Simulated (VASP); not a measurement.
# MgB2 in VASP: further runs

The runs below take MgB2 through single point, with PBEsol.

Program: VASP 6.6.1. These are calculated values, not measurements. Logs are shortened: lines on timing, memory, paths and dates and some standing lists are left out, and cuts for length are marked.

### Step 1. The cell of the first run

The structure is hexagonal, space group P6/mmm (No. 191). Conventional cell: a = 3.031 Å, b = 3.031 Å, c = 3.778 Å, α = 90.00°, β = 90.00°, γ = 120.00°. Mg (site symmetry 6/mmm) has 12 B at 2.57 Å and 6 Mg at 3.03 Å within 3.4 Å. Within 2.3 Å of B (site symmetry -6m2) lie 3 B at 1.75 Å.

### Step 2. Single point, PBEsol (strained)

Input file INCAR:

```
SYSTEM = MgB2
  PREC = Accurate
  ENCUT = 520
  EDIFF = 1E-7
  ISMEAR = 0
  SIGMA = 0.1
  LREAL = .False.
  LASPH = .True.
  NELM = 80
  ALGO = Normal
  ISIF = 2
  LWAVE = .False.
  LCHARG = .False.
  GGA = PS
  NBANDS = 11
```

Input file KPOINTS:

```
regular mesh
0
Gamma
  15 15 12
  0 0 0
```

Input file POSCAR:

```
MgB2
1.0
    3.0307355431      0.0000000000      0.0000000000
   -1.5153677716      2.6246939725      0.0000000000
    0.0000000000      0.0000000000      3.7781004300
Mg B
1 2
Direct
    0.0000000000      0.0000000000      0.0000000000
    0.3333333333      0.6666666667      0.5000000000
    0.6666666667      0.3333333333      0.5000000000
```

Potentials or basis: VASP PAW PBE potentials, release 64 (Mg, B).

Launch:

```
$ cat potpaw_PBE.64/Mg/POTCAR potpaw_PBE.64/B/POTCAR > POTCAR
$ mpirun -np 1 vasp_std > vasp.out
```

OUTCAR:

```text
SYSTEM = MgB2
   PREC = Accurate
   ENCUT = 520
   EDIFF = 1E-7
   ISMEAR = 0
   LREAL = .False.
   LASPH = .True.
   NELM = 80
   ISIF = 2
   GGA = PS

 ion  position               nearest neighbor table
   1  0.000  0.000  0.000-   2 2.57   3 2.57   2 2.57   3 2.57   3 2.57   3 2.57   2 2.57   2 2.57
                             3 2.57   3 2.57   2 2.57   2 2.57
   2  0.333  0.667  0.500-   3 1.75   3 1.75   3 1.75   1 2.57   1 2.57   1 2.57   1 2.57   1 2.57
                             1 2.57
   3  0.667  0.333  0.500-   2 1.75   2 1.75   2 1.75   1 2.57   1 2.57   1 2.57   1 2.57   1 2.57
                             1 2.57

  LATTYP: Found a hexagonal cell.
 ALAT       =     3.0307355431
 C/A-ratio  =     1.2465952163

  Lattice vectors:

 A1 = (   3.0307355431,   0.0000000000,   0.0000000000)
 A2 = (  -1.5153677716,   2.6246939725,   0.0000000000)
 A3 = (   0.0000000000,   0.0000000000,   3.7781004300)

Analysis of symmetry for initial positions (statically):
=====================================================================
 Subroutine PRICEL returns:
 Original cell was already a primitive cell.

 Routine SETGRP: Setting up the symmetry group for a
 hexagonal supercell.

 Subroutine GETGRP returns: Found 24 space group operations
 (whereof 24 operations were pure point group operations)
 out of a pool of 24 trial point group operations.

The static configuration has the point symmetry D_6h.

Analysis of symmetry for dynamics (positions and initial velocities):
=====================================================================
 Subroutine PRICEL returns:
 Original cell was already a primitive cell.

 Routine SETGRP: Setting up the symmetry group for a
 hexagonal supercell.

 Subroutine GETGRP returns: Found 24 space group operations
 (whereof 24 operations were pure point group operations)
 out of a pool of 24 trial point group operations.

The dynamic configuration has the point symmetry D_6h.

 Subroutine INISYM returns: Found 24 space group operations
 (whereof 24 operations are pure point group operations),
 and found     1 'primitive' translations

----------------------------------------------------------------------------------------

                                     Primitive cell

  volume of cell :      30.0539

  direct lattice vectors                    reciprocal lattice vectors
     3.030735543  0.000000000  0.000000000     0.329952906  0.190498399  0.000000000
    -1.515367772  2.624693972  0.000000000     0.000000000  0.380996798  0.000000000
     0.000000000  0.000000000  3.778100430     0.000000000  0.000000000  0.264683276

  length of vectors
     3.030735543  3.030735543  3.778100430     0.380996798  0.380996798  0.264683276

  position of ions in fractional coordinates (direct lattice)
     0.000000000  0.000000000  0.000000000
     0.333333333  0.666666667  0.500000000
     0.666666667  0.333333333  0.500000000

  ion indices of the primitive-cell ions
   primitive index   ion index
                 1           1
                 2           2
                 3           3

----------------------------------------------------------------------------------------

 KPOINTS: regular mesh

Automatic generation of k-mesh.
 Grid dimensions read from file:
 generate k-points for:   15   15   12

 Generating k-lattice:

  Cartesian coordinates                     Fractional coordinates (reciprocal lattice)
     0.021996860  0.012699893  0.000000000     0.066666667  0.000000000  0.000000000
     0.000000000  0.025399787  0.000000000     0.000000000  0.066666667  0.000000000
     0.000000000  0.000000000  0.022056940     0.000000000  0.000000000  0.083333333

  Length of vectors
     0.025399787  0.025399787  0.022056940

  Shift w.r.t. Gamma in fractional coordinates (k-lattice)
     0.000000000  0.000000000  0.000000000

 Subroutine IBZKPT returns following result:
 ===========================================

 Found    189 irreducible k-points:

 Following reciprocal coordinates:
            Coordinates               Weight
  0.000000  0.000000  0.000000      1.000000
  0.066667  0.000000  0.000000      6.000000
  0.133333  0.000000  0.000000      6.000000
  0.200000  0.000000  0.000000      6.000000
  0.266667  0.000000  0.000000      6.000000
  0.333333  0.000000  0.000000      6.000000
[... 16 lines left out ...]
  0.333333  0.200000  0.000000     12.000000
  0.400000  0.200000  0.000000      6.000000
 [... further k-points ...]
   k-points           NKPTS =    189   k-points in BZ     NKDIM =    189   number of bands    NBANDS=     11
   number of dos      NEDOS =    301   number of ions     NIONS =      3
   total plane-waves  NPLWV =  16128
   dimension x,y,z NGX =    24 NGY =   24 NGZ =   28
   dimension x,y,z NGXF=    48 NGYF=   48 NGZF=   56
   ions per type =               1   2
   NGX,Y,Z   is equivalent  to a cutoff of  13.16, 13.16, 12.32 a.u.
   NGXF,Y,Z  is equivalent  to a cutoff of  26.33, 26.33, 24.64 a.u.
 SYSTEM =  MgB2
   PREC   = accura    normal or accurate (medium, high low for compatibility)
   ISTART =      0    job   : 0-new  1-cont  2-samecut
   ICHARG =      2    charge: 1-file 2-atom 10-const
   ISPIN  =      1    spin polarized calculation?
   LNONCOLLINEAR =      F non collinear calculations
   LSORBIT =      F    spin-orbit coupling
   LASPH  =      T    aspherical Exc in radial PAW
   ENCUT  =  520.0 eV  38.22 Ry    6.18 a.u.   5.64  5.64  7.02*2*pi/ulx,y,z
   NELM   =     80;   NELMIN=  2; NELMDL= -5     # of ELM steps
   EDIFF  = 0.1E-06   stopping-criterion for ELM
   LREAL  =      F    real-space projection
   EDIFFG = 0.1E-05   stopping-criterion for IOM
   NSW    =      0    number of steps for IOM
   IBRION =     -1    ionic relax: 0-MD 1-quasi-New 2-CG
   NFREE  =      0    steps in history (QN), initial steepest desc. (CG)
   ISIF   =      2    stress and relaxation
   ISYM   =      2    0-nonsym 1-usesym 2-fastsym
   POTIM  = 0.5000    time-step for ionic-motion
   TEBEG  =    0.0;   TEEND  =   0.0 temperature during run
   PSTRESS=    0.0 pullay stress
   NELECT =       8.0000    total number of electrons
   NUPDOWN=      -1.0000    fix difference up-down
   EMIN   =  10.00;   EMAX   =-10.00  energy-range for DOS
   EFERMI =   0.00;   METHOD = LEGACY
   ISMEAR =     0;   SIGMA  =   0.10  broadening in eV -4-tet -1-fermi 0-gaus
   EFERMI_NEDOS =   21; number of points for ismear=-14 and -15
   IALGO  =     38    algorithm
   IMIX   =      4    mixing-type and parameters
     AMIX     =   0.40;   BMIX     =  1.00
     AMIX_MAG =   1.60;   BMIX_MAG =  1.00
  volume/ion in A,a.u.               =      10.02        67.60
  Fermi-wavevector in a.u.,A,eV,Ry     =   1.053104  1.990079 15.089254  1.109029
  Thomas-Fermi vector in A             =   2.188213
   LORBIT       =      0    0 simple, 1 ext, 2 COOP (PROOUT), +10 PAW based schemes
   GGA     = PS    functional components
   LHFCALC =     F    Hartree Fock is set to
   AEXX    =    0.0000 exact exchange contribution
   IVDW    =     0    specifies the selected vdW correction
   LEPSILON=     F    determine dielectric tensor
   LRPA    =     F    only Hartree local field effects (RPA)
 non-spin polarized calculation
 Gauss-broadening in eV      SIGMA  =   0.10
  energy-cutoff  :      520.00
  volume of cell :       30.05
 maximum number of plane-waves:       826
 NGX is ok and might be reduce to    24
   NGX = 11   NGY = 11   NGZ = 15

 number of electron       8.0000000 magnetization

 Free energy of the ion-electron system (eV)
  ---------------------------------------------------
  ext. energy  EPLUGINS =         0.00000000
  ---------------------------------------------------
  free energy    TOTEN  =       -16.07674558 eV

  energy without entropy =      -16.07331428  energy(sigma->0) =      -16.07502993

 E-fermi :   5.1142     XC(G=0): -10.8280

 val. band max:        5.1129642001   @ k =   0.4000   0.0667   0.3333
 cond. band min:       5.1201741589   @ k =   0.3333   0.2000   0.3333
 fundamental gap:      0.0072099588
 Fermi energy:         5.1141598257

 k-point     1 :       0.0000    0.0000    0.0000
  band No.  band energies     occupation
      1      -7.2506      2.00000
      2       1.3216      2.00000
      3       5.1430      0.68376
      4       5.7855      0.00000
      5       5.7855      0.00000
      6      12.0395      0.00000
      7      12.0395      0.00000
      8      14.1779      0.00000
      9      15.2701      0.00000
     10      18.3012      0.00000
     11      20.5223      0.00000

 k-point     2 :       0.0667    0.0000    0.0000
  band No.  band energies     occupation
      1      -7.1711      2.00000
      2       1.4026      2.00000
      3       5.2132      0.16150
      4       5.3995      0.00005
      5       5.5927      0.00000
      6      11.9696      0.00000
      7      12.3932      0.00000
      8      14.2772      0.00000
      9      14.9521      0.00000
     10      18.7086      0.00000
     11      20.1217      0.00000

 k-point     3 :       0.1333    0.0000    0.0000
  band No.  band energies     occupation
      1      -6.9330      2.00000
      2       1.6447      2.00000
      3       4.3743      2.00000
      4       5.1254      0.87402
      5       5.4748      0.00000
      6      11.6952      0.00000
      7      13.3374      0.00000
      8      14.0750      0.00000
      9      14.4937      0.00000
     10      19.3752      0.00000
     11      19.7907      0.00000

 k-point     4 :       0.2000    0.0000    0.0000
  band No.  band energies     occupation
      1      -6.5382      2.00000
      2       2.0445      2.00000
      3       3.0674      2.00000
      4       4.5703      2.00000
      5       5.8735      0.00000
      6      11.2739      0.00000
      7      12.8199      0.00000
      8      14.4110      0.00000
      9      14.6639      0.00000
     10      18.9312      0.00000
     11      19.1169      0.00000

 k-point     5 :       0.2667    0.0000    0.0000
  band No.  band energies     occupation
      1      -5.9897      2.00000
      2       1.6618      2.00000
      3       2.5943      2.00000
      4       4.0503      2.00000
      5       6.4208      0.00000
      6      10.8300      0.00000
      7      11.3895      0.00000
      8      13.7640      0.00000
      9      16.1855      0.00000
     10      18.0812      0.00000
     11      19.0393      0.00000
[... 211 lines left out ...]
 k-point    21 :       0.2000    0.2000    0.0000
  band No.  band energies     occupation
      1      -5.1394      2.00000
      2       0.9226      2.00000
      3       1.9341      2.00000
      4       3.4418      2.00000
      5       7.3246      0.00000
      6      10.0063      0.00000
      7      12.2929      0.00000
      8      12.8765      0.00000
      9      15.0783      0.00000
     10      16.0325      0.00000
     11      17.2341      0.00000

 k-point    22 :       0.2667    0.2000    0.0000
  band No.  band energies     occupation
      1      -4.3808      2.00000
      2      -0.1098      2.00000
      3       1.2984      2.00000
      4       4.1716      2.00000
      5       8.0570      0.00000
      6       8.9076      0.00000
      7      11.6096      0.00000
      8      13.0439      0.00000
      9      14.2450      0.00000
     10      16.4403      0.00000
     11      17.1595      0.00000

 k-point    23 :       0.3333    0.2000    0.0000
  band No.  band energies     occupation
      1      -3.4992      2.00000
      2      -1.2563      2.00000
      3       0.9936      2.00000
      4       4.9409      1.98570
      5       7.8885      0.00000
      6       8.8520      0.00000
      7      10.8424      0.00000
      8      12.9114      0.00000
      9      13.7627      0.00000
     10      16.3614      0.00000
     11      18.3685      0.00000

 k-point    24 :       0.4000    0.2000    0.0000
  band No.  band energies     occupation
      1      -2.7398      2.00000
      2      -2.1156      2.00000
      3       0.9001      2.00000
      4       5.3855      0.00012
      5       7.3550      0.00000
      6       9.4097      0.00000
      7      10.2925      0.00000
      8      12.8305      0.00000
      9      13.6058      0.00000
     10      16.3038      0.00000
     11      19.5901      0.00000

 [... further k-points ...]
[... 5 lines left out ...]
  --------------------------------------------------------------------------------------
  -------------------------------------------------------------------------------------
  Total        0.7758856      0.7758856     -3.7099371     -0.0000000     -0.0000000     -0.0000000
  in kB       41.3626245     41.3626245   -197.7775145     -0.0000000     -0.0000000     -0.0000000
  external PRESSURE =     -38.3507552 kB  Pullay stress =       0.0000000 kB

 VOLUME and BASIS-vectors are now :
 -----------------------------------------------------------------------------
  energy-cutoff  :      520.00
  volume of cell :       30.05
      direct lattice vectors                 reciprocal lattice vectors
     3.030735543  0.000000000  0.000000000     0.329952906  0.190498399  0.000000000
    -1.515367772  2.624693972  0.000000000     0.000000000  0.380996798  0.000000000
     0.000000000  0.000000000  3.778100430     0.000000000  0.000000000  0.264683276

 POSITION                                       TOTAL-FORCE (eV/Angst)
 -----------------------------------------------------------------------------------
      0.00000      0.00000      0.00000        -0.000000      0.000000      0.000000
     -0.00000      1.74980      1.88905         0.000000      0.000000     -0.000000
      1.51537      0.87490      1.88905        -0.000000      0.000000      0.000000
 -----------------------------------------------------------------------------------
    total drift:                                0.000000     -0.000000      0.000000

  FREE ENERGIE OF THE ION-ELECTRON SYSTEM (eV)
  ---------------------------------------------------
  free  energy   TOTEN  =       -16.0767455803 eV

  energy  without entropy=      -16.0733142770  energy(sigma->0) =      -16.07502993
```

It took 32 s on 1 thread of AMD EPYC 7R13 (Zen 3), shared host; peak memory 0.16 GiB.

Results:

```yaml
Free_energy: -16.0767 eV
Pressure: -3.8 GPa
Band_gap_on_the_k_mesh: zero (band 4 reaches 6.45 eV, above the bottom of band 5 at 3.20 eV)
```

Levels at points of the mesh, in eV from the Fermi level:
| k point | band 1 | band 2 | band 3 | band 4 | band 5 | band 6 | band 7 | band 8 | band 9 |
| --- | --- | --- | --- | --- | --- | --- | --- | --- | --- |
| (0.00, 0.00, 0.00) | -12.36 | -3.79 | 0.03 | 0.67 | 0.67 | 6.93 | 6.93 | 9.06 | 10.16 |
| (0.00, 0.00, 0.50) | -11.37 | -7.65 | 0.90 | 0.90 | 7.14 | 7.14 | 7.33 | 8.65 | 10.51 |

Caveat: the cell differs from its parent crystal (strained); the PAW data sets were made with another functional, which shifts forces and pressure a little.

### Step 3. Single point, PBEsol (one atom moved)

Input file INCAR:

```
PREC = Accurate
ENCUT = 520
EDIFF = 1E-7
ISMEAR = 0
SIGMA = 0.1
LREAL = F
LASPH = T
NELM = 80
ALGO = Normal
ISIF = 2
LWAVE = F
LCHARG = F
GGA = PS
NBANDS = 11
```

Input file KPOINTS:

```
Automatic mesh
0
Gamma
  15 15 10
```

Input file POSCAR:

```
MgB2
1.0
    3.0850007055      0.0000000000      0.0000000000
   -1.5425003528      2.6716889817      0.0000000000
    0.0000000000      0.0000000000      3.5230000000
Mg B
1 2
Direct
    0.0000000000      0.0000000000      0.0000000000
    0.3333333333      0.6666666667      0.5000000000
    0.6666666667      0.3333333333      0.5127732047
```

Potentials or basis: VASP PAW PBE potentials, release 64 (Mg, B).

Launch:

```
$ cat potpaw_PBE.64/Mg/POTCAR potpaw_PBE.64/B/POTCAR > POTCAR
$ mpirun -np 1 vasp_std > vasp.out
```

It took 42 s on 1 thread of AMD EPYC 7R13 (Zen 3), shared host; peak memory 0.18 GiB.

The run converged. Its results:

* Free energy: -16.2084 eV
* Pressure: -3.2 GPa
* Largest force: 0.489 eV/Å
* Band gap on the k mesh: zero (band 4 reaches 6.99 eV, above the bottom of band 5 at 3.18 eV)

Forces in eV/Å, atoms in the order of the input:
```
Mg   0.000  0.000  0.148
B    0.000  0.000  0.340
B    0.000  0.000 -0.489
```

Stress tensor (GPa, compression positive):
```
-3.83  0.00  0.00
 0.00 -3.83  0.00
 0.00  0.00 -1.83
```

Levels at points of the mesh, in eV from the Fermi level:
| k point | band 1 | band 2 | band 3 | band 4 | band 5 | band 6 | band 7 | band 8 | band 9 |
| --- | --- | --- | --- | --- | --- | --- | --- | --- | --- |
| (0.00, 0.00, 0.00) | -12.36 | -2.88 | 0.42 | 0.42 | 1.67 | 6.32 | 6.32 | 8.16 | 10.01 |
| (0.00, 0.00, 0.50) | -11.08 | -7.39 | 0.80 | 0.80 | 6.65 | 6.65 | 7.98 | 9.89 | 10.07 |

Caveat: the cell differs from its parent crystal (one atom moved); the PAW data sets were made with another functional, which shifts forces and pressure a little.
